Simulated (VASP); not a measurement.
A run of VASP 6.6.1 is set up as follows.

INCAR

```
SYSTEM = Zr
PREC = Accurate ; ENCUT = 520
EDIFF = 1E-6 ; ISMEAR = -1
SIGMA = 0.08 ; LREAL = .False.
LASPH = .True. ; NELM = 100
ALGO = Normal ; ISIF = 2
LWAVE = .False. ; LCHARG = .False.
GGA = PE ; NBANDS = 19
```

KPOINTS

```
regular mesh
0
Gamma
  13 13 7
  0 0 0
```

POSCAR

```
Zr
1.0
    3.2319982225     -0.0161599911     -0.0161599911
   -1.6299940740      2.8070725612     -0.0059149673
   -0.0257350000     -0.0257350000      5.1470000000
Zr
2
Direct
    0.3333333333      0.6666666667      0.2500000000
    0.6666666667      0.3333333333      0.7500000000
```

Potentials or basis: VASP PAW PBE potentials, release 64 (Zr_sv).

Launch:

```sh
$ cat potpaw_PBE.64/Zr_sv/POTCAR > POTCAR
$ mpirun -np 1 vasp_std > vasp.out
```

Q: Predict the largest force.

A: 0.021 eV/Å.

Q: Estimate the pressure.

A: 0.5 GPa.

Forces in eV/Å, atoms in the order of the input:
```
Zr   0.021  0.000  0.001
Zr  -0.021  0.000 -0.001
```

Caveat: the cell differs from its parent crystal (equal xy, yz and zx shear strains of -1 %).
